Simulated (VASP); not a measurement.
Input of a VASP 6.6.1 run:

INCAR

```
SYSTEM = SnO
PREC = Accurate ; ENCUT = 520
EDIFF = 1E-6 ; ISMEAR = -1
SIGMA = 0.02 ; LREAL = .False.
LASPH = .True. ; NELM = 60
ALGO = Normal ; ISIF = 2
LWAVE = .False. ; LCHARG = .False.
GGA = PE ; IVDW = 13
NBANDS = 28
```

The input KPOINTS:

```
regular mesh
0
Gamma
  8 4 6
  0 0 0
```

File POSCAR:

```
SnO
1.0
    3.3469999104      0.0000000000      0.0000000000
    0.0000000000      5.7100865705      0.0000000000
    0.0000000000      0.0000000000      3.8847355445
Sn O
2 2
Direct
    0.0000000000      0.2352168084      0.5289832460
    0.5000000000      0.7647831916      0.0289832460
    0.0000000000      0.8821691222      0.7210177540
    0.5000000000      0.1178308778      0.2210177540
```

Potentials or basis: VASP PAW PBE potentials, release 64 (Sn_d, O).

Run with:

```sh
$ cat potpaw_PBE.64/Sn_d/POTCAR potpaw_PBE.64/O/POTCAR > POTCAR
$ mpirun -np 1 vasp_std > vasp.out
```

**Question.** What does it give for the dispersion energy per atom?

**Answer.** -0.263 eV.

**Question.** Estimate the pressure.

**Answer.** 0.2 GPa.

**Question.** Estimate the largest force.

**Answer.** 0.083 eV/Å.

Stress tensor (GPa, compression positive):
```
0.25 0.00 0.00
0.00 0.28 0.00
0.00 0.00 0.12
```
